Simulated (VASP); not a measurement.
## Al: relaxation of cell and atoms with PBE

Crystal: Al.

```
Al
1.0
     3.61447    0.00000    0.00000
    -1.80723    3.13022    0.00000
     0.00000    0.00000    5.13254
Al
4
Direct
  0.00000 0.00000 0.00000
  0.00000 0.00000 0.50000
  0.33333 0.66667 0.25000
  0.66667 0.33333 0.75000
```

```json
{
 "Program": "VASP 6.6.1",
 "Task": "relaxation of cell and atoms",
 "Functional": "PBE",
 "Potentials or basis": "VASP PAW PBE potentials, release 64 (Al)",
 "Cutoff": "600 eV",
 "k mesh": "10 × 10 × 6",
 "Occupations": "fermi-dirac, width 0.1 eV",
 "Spin": "no spin polarisation",
 "Target pressure": "13 GPa",
 "Dipole correction": "no",
 "Further INCAR settings": "ALGO = Normal; EDIFF = 1e-06; IBRION = 2; EDIFFG = -0.005; NSW = 60; ISIF = 3"
}
```

```json
{
  "Relaxed volume": "17.21 Å³/atom",
  "Relaxed cell": "a = 3.968 Å, b = 3.968 Å, c = 5.048 Å, α = 90.00°, β = 90.00°, γ = 120.00°",
  "Space group after relaxing (to 0.05 Å)": "P6_3/mmc (No. 194)",
  "Energy change on relaxing (the enthalpy is what falls)": "-436.5 meV/atom",
  "Ionic steps": "11",
  "Pressure after relaxing": "13.0 GPa",
  "Band gap on the k mesh": "zero (band 6 reaches 8.57 eV, above the bottom of band 7 at 5.30 eV)"
}
```

The path:
| step | energy change (eV) | largest force (eV/Å) | pressure (GPa) | volume (Å³) |
| --- | --- | --- | --- | --- |
| 1 | 0.0000 | 0.0000 | 37.99 | 58.07 |
| 2 | -2.0690 | 0.0000 | 0.82 | 79.23 |
| 3 | -1.6707 | 0.0000 | 12.32 | 69.18 |
| 4 | -1.6517 | 0.0000 | 12.69 | 68.95 |
| 5 | -1.7092 | 0.0000 | 12.74 | 68.94 |
| 6 | -1.7441 | 0.0000 | 13.01 | 68.82 |
| 7 | -1.7425 | 0.0000 | 13.08 | 68.79 |
| 8 | -1.7430 | 0.0000 | 13.06 | 68.80 |
| 9 | -1.7492 | 0.0000 | 12.94 | 68.87 |
| 10 | -1.7463 | 0.0000 | 12.99 | 68.84 |
| 11 | -1.7458 | 0.0000 | 13.01 | 68.83 |

Final structure:
```xyz
4
Lattice="3.9679 0.0000 0.0000 -1.9840 3.4363 0.0000 0.0000 0.0000 5.0480" Properties=species:S:1:pos:R:3 pbc="T T T"
Al   -1.9840    3.4363    0.0000
Al   -1.9840    3.4363    2.5240
Al    0.0000    2.2909    1.2620
Al    1.9840    1.1454    3.7860
```

Levels at points of the mesh, in eV from the Fermi level:
| k point | band 2 | band 3 | band 4 | band 5 | band 6 | band 7 | band 8 | band 9 | band 10 |
| --- | --- | --- | --- | --- | --- | --- | --- | --- | --- |
| (0.00, 0.00, 0.00) | -5.39 | -4.88 | -0.15 | -0.15 | 1.18 | 1.18 | 2.13 | 4.18 | 5.38 |
| (0.50, 0.00, 0.00) | -7.15 | -3.35 | -2.26 | -2.06 | -1.92 | -1.92 | 0.43 | 2.68 | 3.11 |
| (0.00, 0.00, 0.50) | -9.31 | 0.94 | 0.94 | 0.94 | 0.94 | 0.98 | 0.98 | 3.12 | 3.12 |
| (0.50, 0.00, 0.50) | -6.87 | -5.68 | -5.68 | -0.97 | -0.97 | 0.50 | 0.50 | 4.49 | 4.49 |

It took 76 s on 1 thread of Intel(R) Xeon(R) 6975P-C (Granite Rapids), on a shared host, peak memory 0.19 GiB.

Caveat: the cell is relaxed towards a set pressure, so the enthalpy falls and the energy may rise; the volume moved by over 15 % at a fixed basis, so the end points are rough.
